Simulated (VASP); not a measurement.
Write the native input for VASP 6.6.1 that does the following.

```yaml
Task: single point
Functional: revPBE
Potentials_or_basis: VASP PAW PBE potentials, release 64 (Ga_d, N)
Cutoff: 520 eV
k_mesh: 10 × 10 × 10
Occupations: fermi-dirac, width 0.05 eV
Spin: no spin polarisation
Dipole_correction: no
Further_INCAR_settings: ALGO = Normal; EDIFF = 1e-07; NBANDS = 16
```

The structure of GaN lies in POSCAR:

```
GaN
1.0
    0.0000000000      2.2074978911      2.2074978911
    2.2074978911      0.0000000000      2.2074978911
    2.2074978911      2.2074978911      0.0000000000
Ga N
1 1
Direct
    0.0000000000      0.0000000000      0.0000000000
    0.2500000000      0.2500000000      0.2500000000
```

The input as run:

INCAR

```
SYSTEM = GaN
ALGO     = Normal         ! electronic algorithm
EDIFF    = 1E-7           ! SCF threshold, eV
ENCUT    = 520            ! plane-wave cutoff, eV
GGA      = RE             ! functional
ISIF     = 2              ! what is computed and relaxed
ISMEAR   = -1             ! smearing method
LASPH    = .TRUE.         ! aspherical terms in the spheres
LCHARG   = .TRUE.         ! write CHGCAR
LELF     = .TRUE.         ! ELF
LREAL    = .FALSE.        ! projectors in reciprocal space
LVHAR    = .TRUE.       
LWAVE    = .FALSE.        ! write WAVECAR
NBANDS   = 16             ! bands
NELM     = 60             ! most SCF steps
PREC     = Accurate       ! precision mode
SIGMA    = 0.05           ! smearing width, eV
```

KPOINTS

```
k-points
0
G
  10 10 10
  0 0 0
```

Potentials or basis: VASP PAW PBE potentials, release 64 (Ga_d, N).

Command:

```bash
$ cat potpaw_PBE.64/Ga_d/POTCAR potpaw_PBE.64/N/POTCAR > POTCAR
$ mpirun -np 1 vasp_std > vasp.out
```

Results of the run:

| Property | Result |
| --- | --- |
| Pressure | 21.7 GPa |
| Band gap on the k mesh | 2.16 eV, direct |

Caveat: the PAW data sets were made with another functional, which shifts forces and pressure a little.

Wall time 7.4 s on 1 thread of Intel Xeon 6975P-C (shared host), peak memory 0.14 GiB.
